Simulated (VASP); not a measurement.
The system is PtS2.

```
CELL_PARAMETERS angstrom
3.54320 0.00000 0.00000
-1.77160 3.06850 0.00000
0.00000 0.00000 5.03880
ATOMIC_POSITIONS crystal
Pt 0.00000 0.00000 0.00000
S 0.66667 0.33333 0.77300
S 0.33333 0.66667 0.22700
```

Program: VASP 6.6.1. Alike in all runs: task single point; potentials or basis VASP PAW PBE potentials, release 64 (Pt, S); no spin polarisation; cell as given; cutoff (eV) 520.

Order these runs on this cell by their pressure, lowest first.
A. level r2SCAN; k mesh 7 × 7 × 5; smearing fermi-dirac 0.1 eV
B. level PBEsol+D3(BJ); k mesh 9 × 9 × 5; smearing fermi-dirac 0.05 eV
C. level r2SCANh; k mesh 5 × 5 × 3; smearing fermi-dirac 0.05 eV; grid for exact exchange (PRECFOCK) Normal
D. level PBE-based screened hybrid; k mesh 5 × 5 × 3; smearing fermi-dirac 0.05 eV; grid for exact exchange (PRECFOCK) Normal; share of exact exchange 0.25; screening parameter 0.1 1/Å
E. level PBE; k mesh 7 × 7 × 5; smearing gaussian 0.1 eV

B (2.8 GPa), D (6.1 GPa), C (7.7 GPa), A (9.2 GPa), E (11.1 GPa).

Caveats: the PAW data sets were made with another functional, which shifts forces and pressure a little (some runs); three body term missing (some runs).
